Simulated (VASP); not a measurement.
# Pb (Fm-3m) in VASP: single point with r2SCAN

Aim: the single point of Pb with r2SCAN.

All numbers are computed with VASP 6.6.1; they aren't measurements. Logs are shortened: lines on timing, memory, paths and dates and some standing lists are left out, and cuts for length are marked.

## Step 1: The cell of the first run

The structure is cubic, space group Fm-3m (No. 225). Conventional cell: a = 4.996 Å, b = 4.996 Å, c = 4.996 Å, α = 90.00°, β = 90.00°, γ = 90.00°. Within 4.6 Å of Pb (site symmetry m-3m) lie 12 Pb at 3.53 Å.

## Step 2: Single point, r2SCAN

Contents of POSCAR:

```
Pb
1.0
    0.0000000000      2.4978590729      2.4978590729
    2.4978590729      0.0000000000      2.4978590729
    2.4978590729      2.4978590729      0.0000000000
Pb
1
Direct
    0.0000000000      0.0000000000      0.0000000000
```

Contents of INCAR.step1:

```
SYSTEM = Pb
PREC     = Accurate       ! precision mode
ENCUT    = 520            ! plane-wave cutoff, eV
ISMEAR   = 0              ! smearing method
SIGMA    = 0.1            ! smearing width, eV
LREAL    = .False.        ! projectors in reciprocal space
LASPH    = .True.         ! aspherical terms in the spheres
NELM     = 80             ! most SCF steps
NBANDS   = 13             ! bands
GGA      = PE             ! functional
ALGO     = Normal         ! electronic algorithm
EDIFF    = 1E-4           ! SCF threshold, eV
LWAVE    = .True.         ! write WAVECAR
LCHARG   = .False.        ! write CHGCAR
```

Contents of INCAR.step2:

```
SYSTEM = Pb
PREC     = Accurate       ! precision mode
ENCUT    = 520            ! plane-wave cutoff, eV
EDIFF    = 1E-7           ! SCF threshold, eV
ISMEAR   = 0              ! smearing method
SIGMA    = 0.1            ! smearing width, eV
LREAL    = .False.        ! projectors in reciprocal space
LASPH    = .True.         ! aspherical terms in the spheres
NELM     = 80             ! most SCF steps
ALGO     = Normal         ! electronic algorithm
ISIF     = 2              ! what is computed and relaxed
LWAVE    = .False.        ! write WAVECAR
LCHARG   = .True.         ! write CHGCAR
METAGGA  = R2SCAN         ! meta-GGA
LMIXTAU  = .True.       
LELF     = .True.         ! ELF
LVHAR    = .True.       
NBANDS   = 13             ! bands
ISTART   = 1
```

Contents of KPOINTS:

```
Automatic mesh
0
Gamma
  14 14 14
  0 0 0
```

Potentials or basis: VASP PAW PBE potentials, release 64 (Pb_d).

Launch:

```
cat potpaw_PBE.64/Pb_d/POTCAR > POTCAR
cp INCAR.step1 INCAR
mpirun -np 1 vasp_std > vasp.out
cp INCAR.step2 INCAR
mpirun -np 1 vasp_std > vasp.out
```

OUTCAR:

```text
SYSTEM = Pb
   PREC = Accurate
   ENCUT = 520
   EDIFF = 1E-7
   ISMEAR = 0
   LREAL = .False.
   LASPH = .True.
   NELM = 80
   ISIF = 2
   METAGGA = R2SCAN
   ISTART = 1

 ion  position               nearest neighbor table
   1  0.000  0.000  0.000-

  LATTYP: Found a face centered cubic cell.
 ALAT       =     4.9957181458

  Lattice vectors:

 A1 = (   0.0000000000,   2.4978590729,   2.4978590729)
 A2 = (   2.4978590729,   0.0000000000,   2.4978590729)
 A3 = (   2.4978590729,   2.4978590729,   0.0000000000)

Analysis of symmetry for initial positions (statically):
=====================================================================
 Subroutine PRICEL returns:
 Original cell was already a primitive cell.

 Routine SETGRP: Setting up the symmetry group for a
 face centered cubic supercell.

 Subroutine GETGRP returns: Found 48 space group operations
 (whereof 48 operations were pure point group operations)
 out of a pool of 48 trial point group operations.

The static configuration has the point symmetry O_h .

Analysis of symmetry for dynamics (positions and initial velocities):
=====================================================================
 Subroutine PRICEL returns:
 Original cell was already a primitive cell.

 Routine SETGRP: Setting up the symmetry group for a
 face centered cubic supercell.

 Subroutine GETGRP returns: Found 48 space group operations
 (whereof 48 operations were pure point group operations)
 out of a pool of 48 trial point group operations.

The dynamic configuration has the point symmetry O_h .

 Subroutine INISYM returns: Found 48 space group operations
 (whereof 48 operations are pure point group operations),
 and found     1 'primitive' translations

----------------------------------------------------------------------------------------

                                     Primitive cell

  volume of cell :      31.1698

  direct lattice vectors                    reciprocal lattice vectors
     0.000000000  2.497859073  2.497859073    -0.200171421  0.200171421  0.200171421
     2.497859073  0.000000000  2.497859073     0.200171421 -0.200171421  0.200171421
     2.497859073  2.497859073  0.000000000     0.200171421  0.200171421 -0.200171421

  length of vectors
     3.532506178  3.532506178  3.532506178     0.346707071  0.346707071  0.346707071

  position of ions in fractional coordinates (direct lattice)
     0.000000000  0.000000000  0.000000000

[... 76 lines left out ...]
   LREAL  =      F    real-space projection
   EDIFFG = 0.1E-05   stopping-criterion for IOM
   NSW    =      0    number of steps for IOM
   IBRION =     -1    ionic relax: 0-MD 1-quasi-New 2-CG
   NFREE  =      0    steps in history (QN), initial steepest desc. (CG)
   ISIF   =      2    stress and relaxation
   ISYM   =      2    0-nonsym 1-usesym 2-fastsym
   POTIM  = 0.5000    time-step for ionic-motion
   TEBEG  =    0.0;   TEEND  =   0.0 temperature during run
   PSTRESS=    0.0 pullay stress
   NELECT =      14.0000    total number of electrons
   NUPDOWN=      -1.0000    fix difference up-down
   EMIN   =  10.00;   EMAX   =-10.00  energy-range for DOS
   EFERMI =   0.00;   METHOD = LEGACY
   ISMEAR =     0;   SIGMA  =   0.10  broadening in eV -4-tet -1-fermi 0-gaus
   EFERMI_NEDOS =   21; number of points for ismear=-14 and -15
   IALGO  =     38    algorithm
   IMIX   =      4    mixing-type and parameters
     AMIX     =   0.40;   BMIX     =  1.00
     AMIX_MAG =   1.60;   BMIX_MAG =  1.00
  volume/ion in A,a.u.               =      31.17       210.34
  Fermi-wavevector in a.u.,A,eV,Ry     =   1.253736  2.369218 21.386386  1.571855
  Thomas-Fermi vector in A             =   2.387575
   LORBIT       =      0    0 simple, 1 ext, 2 COOP (PROOUT), +10 PAW based schemes
   METAGGA = R2SCAN    functional components
   LHFCALC =     F    Hartree Fock is set to
   AEXX    =    0.0000 exact exchange contribution
   IVDW    =     0    specifies the selected vdW correction
   LEPSILON=     F    determine dielectric tensor
   LRPA    =     F    only Hartree local field effects (RPA)
 non-spin polarized calculation
 Gauss-broadening in eV      SIGMA  =   0.10
  energy-cutoff  :      520.00
  volume of cell :       31.17
 maximum number of plane-waves:       872
 NGX is ok and might be reduce to    28
   NGX = 13   NGY = 13   NGZ = 13

 number of electron      14.0000001 magnetization

 Free energy of the ion-electron system (eV)
  ---------------------------------------------------
  ext. energy  EPLUGINS =         0.00000000
  ---------------------------------------------------
  free energy    TOTEN  =       -56.28421215 eV

  energy without entropy =      -56.28178784  energy(sigma->0) =      -56.28299999

 E-fermi :   6.9503     XC(G=0): -10.7764

 val. band max:        6.8271659937   @ k =   0.3571   0.1429   0.0714
 cond. band min:       6.9542533898   @ k =   0.3571   0.2143   0.0000
 fundamental gap:      0.1270873961
 Fermi energy:         6.9503449253

 k-point     1 :       0.0000    0.0000    0.0000
  band No.  band energies     occupation
      1     -10.7853      2.00000
      2     -10.7853      2.00000
      3     -10.7853      2.00000
      4     -10.6492      2.00000
      5     -10.6492      2.00000
      6      -5.1874      2.00000
      7      14.4237      0.00000
      8      14.4237      0.00000
      9      14.4237      0.00000
     10      17.3175      0.00000
     11      18.8460      0.00000
     12      19.8187      0.00000
     13      19.8187      0.00000
[... 354 lines left out ...]
  band No.  band energies     occupation
      1     -10.8252      2.00000
      2     -10.7284      2.00000
      3     -10.7007      2.00000
      4     -10.6591      2.00000
      5     -10.5802      2.00000
      6      -3.7280      2.00000
      7       8.1924      0.00000
      8      11.7211      0.00000
      9      11.9635      0.00000
     10      15.8464      0.00000
     11      17.4360      0.00000
     12      21.1492      0.00000
     13      21.9996      0.00000

 [... further k-points ...]
[... 5 lines left out ...]
  --------------------------------------------------------------------------------------
  -------------------------------------------------------------------------------------
  Total       -0.0025530     -0.0025530     -0.0025530      0.0000000     -0.0000000     -0.0000000
  in kB       -0.1312293     -0.1312293     -0.1312293      0.0000000     -0.0000000     -0.0000000
  external PRESSURE =      -0.1312293 kB  Pullay stress =       0.0000000 kB

 VOLUME and BASIS-vectors are now :
 -----------------------------------------------------------------------------
  energy-cutoff  :      520.00
  volume of cell :       31.17
      direct lattice vectors                 reciprocal lattice vectors
     0.000000000  2.497859073  2.497859073    -0.200171421  0.200171421  0.200171421
     2.497859073  0.000000000  2.497859073     0.200171421 -0.200171421  0.200171421
     2.497859073  2.497859073  0.000000000     0.200171421  0.200171421 -0.200171421

 POSITION                                       TOTAL-FORCE (eV/Angst)
 -----------------------------------------------------------------------------------
      0.00000      0.00000      0.00000         0.000000      0.000000      0.000000
 -----------------------------------------------------------------------------------
    total drift:                               -0.000000     -0.000000     -0.000000

  FREE ENERGIE OF THE ION-ELECTRON SYSTEM (eV)
  ---------------------------------------------------
  free  energy   TOTEN  =       -56.2842121455 eV

  energy  without entropy=      -56.2817878417  energy(sigma->0) =      -56.28299999
```

OSZICAR.step1:

```text
N       E                     dE             d eps       ncg     rms          rms(c)
DAV:   1     0.109972615691E+03    0.10997E+03   -0.71217E+03  2714   0.124E+03
DAV:   2     0.174849750955E+01   -0.10822E+03   -0.10498E+03  2809   0.316E+02
DAV:   3    -0.345113581003E+01   -0.51996E+01   -0.51824E+01  3382   0.746E+01
DAV:   4    -0.357103133341E+01   -0.11990E+00   -0.11987E+00  3241   0.121E+01
DAV:   5    -0.357635955661E+01   -0.53282E-02   -0.53280E-02  3878   0.239E+00    0.500E-01
DAV:   6    -0.356779786158E+01    0.85617E-02   -0.12385E-02  3406   0.193E+00    0.252E-01
DAV:   7    -0.356586314449E+01    0.19347E-02   -0.54410E-03  3559   0.119E+00    0.885E-02
DAV:   8    -0.356583767943E+01    0.25465E-04   -0.41009E-04  3396   0.322E-01
   1 F= -.35658377E+01 E0= -.35647104E+01  d E =-.225460E-02
```

Wall time 79 s (1 thread of Intel Xeon 6975P-C (Granite Rapids), shared host); peak memory 0.18 GiB.

Results:

- Free energy: -56.2842 eV
- Pressure: 0.0 GPa
- Band gap on the k mesh: zero (band 7 reaches 14.42 eV, above the bottom of band 8 at 5.39 eV)

Levels at points of the mesh, in eV from the Fermi level:
```csv
k point,band 5,band 6,band 7,band 8,band 9,band 10
"(0.00, 0.00, 0.00)",-17.60,-12.14,7.47,7.47,7.47,10.37
"(0.50, 0.00, 0.00)",-17.47,-8.49,-4.27,5.61,5.61,9.77
"(0.50, 0.50, 0.00)",-17.43,-7.05,-3.38,2.06,2.06,5.80
```

Caveat: the PAW data sets were made with another functional, which shifts forces and pressure a little; spin-orbit coupling is left out, which moves the levels of the heavy elements.
